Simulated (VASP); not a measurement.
Gd:

```
CELL_PARAMETERS angstrom
3.48415 0.00000 0.00000
-1.74208 3.01737 0.00000
0.00000 0.00000 5.58672
ATOMIC_POSITIONS crystal
Gd 0.33333 0.66667 0.25000
Gd 0.66667 0.33333 0.75000
```

Base run:

| Property | Result |
| --- | --- |
| Program | VASP 6.6.1 |
| Functional | LDA |
| Potentials or basis | VASP PAW PBE potentials, release 64 (Gd) |
| Cutoff | 520 eV |
| k mesh | 8 × 8 × 5 |
| Occupations | fermi-dirac, width 0.05 eV |
| Spin | collinear spin, ferromagnetic start |
| Starting moments | [7.214, 7.214] μB |

Its results: pressure 0.0 GPa; net moment 14.58 μB per cell; site moments Gd +6.88 μB.

Problem. The run is repeated on the same cell with these changes: k mesh from 8 × 8 × 5 to 5 × 5 × 3. What comes out?

Solution. Pressure 0.1 GPa; net moment 14.79 μB per cell; site moments Gd +6.92 μB.

Caveats: some runs use coarse meshes; the PAW data sets were made with another functional, which shifts forces and pressure a little.
